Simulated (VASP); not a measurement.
As:

```
As
1.0
     2.90969    0.00000    0.00000
    -1.45484    2.51986    0.00000
     0.00000    0.00000    5.40029
As
2
Direct
  0.00000 0.00000 0.74623
  0.00000 0.00000 0.25377
```

The cell was built from a structure type or drawn by symmetry, and may not be a known phase.

| Quantity | Value |
| --- | --- |
| Program | VASP 6.6.1 |
| Task | relaxation of cell and atoms |
| Functional | PBE |
| Potentials or basis | VASP PAW PBE potentials, release 64 (As) |
| Cutoff | 600 eV |
| k mesh | 24 × 24 × 10 |
| Occupations | gaussian, width 0.1 eV |
| Spin | no spin polarisation |

At the start: pressure 1.3 GPa; volume 19.80 Å³/atom.

Q: Where does the relaxation end?

A: Over 6 steps the energy falls by 4.3 meV/atom and the volume is 20.13 Å³/atom (+1.7 %); space group P6/mmm (No. 191, to 0.1 Å) before and after.

The path:
| step | energy change (eV) | largest force (eV/Å) | pressure (GPa) | volume (Å³) |
| --- | --- | --- | --- | --- |
| 1 | 0.0000 | 0.0463 | 1.29 | 39.59 |
| 2 | -0.0080 | 0.0109 | -0.51 | 40.51 |
| 3 | -0.0086 | 0.0007 | -0.15 | 40.31 |
| 4 | -0.0086 | 0.0016 | -0.18 | 40.33 |
| 5 | -0.0086 | 0.0016 | 0.02 | 40.23 |
| 6 | -0.0086 | 0.0016 | -0.03 | 40.25 |

Final structure:
```
CELL_PARAMETERS angstrom
2.90695 0.00000 0.00000
-1.45348 2.51749 0.00000
0.00000 0.00000 5.50058
ATOMIC_POSITIONS crystal
As 0.00000 0.00000 0.74656
As 0.00000 0.00000 0.25344
```
